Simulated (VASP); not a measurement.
Input of a VASP 6.6.1 run:

INCAR

```
PREC = Accurate
ENCUT = 600
EDIFF = 1E-6
ISMEAR = 0
SIGMA = 0.1
LREAL = False
LASPH = True
NELM = 200
ALGO = Normal
ISIF = 2
LWAVE = False
LCHARG = True
ISPIN = 2
MAGMOM = 1
LORBIT = 11
GGA = PE
LELF = True
LVHAR = True
NBANDS = 12
GGA_COMPAT = False
```

Contents of KPOINTS:

```
Automatic mesh
0
Gamma
  10 10 10
```

File POSCAR:

```
C
1.0
    1.7431855643      0.0000000000      0.0000000000
    0.0000000000      1.7431855643      0.0000000000
    0.0000000000      0.0000000000      1.8582339952
C
1
Direct
    0.5000000000      0.5000000000      0.0000000000
```

Potentials or basis: VASP PAW PBE potentials, release 64 (C).

Launch:

```bash
$ cat potpaw_PBE.64/C/POTCAR > POTCAR
$ mpirun -np 1 vasp_std > vasp.out
```

Task: Estimate the pressure.

Result: -0.4 GPa.

Task: Estimate the net moment.

Result: 0.00 μB per cell.

Stress tensor (GPa, compression positive):
```
-0.48  0.00  0.00
 0.00 -0.48  0.00
 0.00  0.00 -0.35
```

Caveat: the k points lie up to 0.36 Å⁻¹ apart, too coarse for converged energies and pressures of a metal.
